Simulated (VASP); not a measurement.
Zr2HS4, 14 atoms in the cell. The cell holds a slab with vacuum, 14 atoms: a = 7.298 Å, b = 7.298 Å, c = 20.917 Å, α = 90.00°, β = 90.00°, γ = 120.00°. 

```yaml
Program: VASP 6.6.1
Task: single point
Functional: PBE
Dispersion: D3(BJ)
Potentials_or_basis: VASP PAW PBE potentials, release 64 (S, Zr_sv, H)
Cutoff: 400 eV
k_mesh: 6 × 6 × 1
Occupations: gaussian, width 0.05 eV
Spin: no spin polarisation
Dipole_correction: yes
Further_INCAR_settings: ALGO = Normal; EDIFF = 1e-06; NBANDS = 62; NELMDL = -8
```

Potentials or basis: VASP PAW PBE potentials, release 64 (S, Zr_sv, H).

The run is started by

```console
$ cat potpaw_PBE.64/S/POTCAR potpaw_PBE.64/Zr_sv/POTCAR potpaw_PBE.64/H/POTCAR > POTCAR
$ mpirun -np 1 vasp_std > vasp.out
```

Hardware: 1 thread of Intel(R) Xeon(R) Platinum 8259CL CPU @ 2.50GHz (Skylake/Cascade Lake), on a shared host.

Q: Estimate the wall time of this run.

A: Wall time 21 min on 1 thread of Intel(R) Xeon(R) Platinum 8259CL CPU @ 2.50GHz (Skylake/Cascade Lake) (shared host), peak memory 0.89 GiB. Counts: scf iterations 30, k points 13.
